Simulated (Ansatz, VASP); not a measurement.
## C: VASP beside Ansatz

```
C
1.0
     0.00000    1.81264    1.81264
     1.81264    0.00000    1.81264
     1.81264    1.81264    0.00000
C
2
Direct
  0.50000 0.50000 0.50000
  0.75000 0.75000 0.75000
```

Change from the starting cell: volume scaled by 1.05, PAW files.

Alike in both runs: task electric field gradients; functional PBE; k mesh 20 × 20 × 20; occupations fermi-dirac, width 0.08 eV; no spin polarisation.

|  | VASP | Ansatz |
| --- | --- | --- |
| version | VASP 6.6.1 | Ansatz 0.2.0 |
| potentials or method | VASP PAW PBE potentials, release 64 (C) | PAW with Ansatz's default frozen-core files, scalar-relativistic |
| plane-wave cutoff (eV) | 520 | 420 |
| valence electrons in the cell | 8 | 8 |

VASP gave:

| Property | Result |
| --- | --- |
| gap on the k mesh at the Fermi level (eV) | 4.03 |
| pressure (GPa) | -17.3 |

Question: Estimate Ansatz's values.

Answer: gap on the k mesh at the Fermi level (eV): 4.04; pressure (GPa): -17.8.
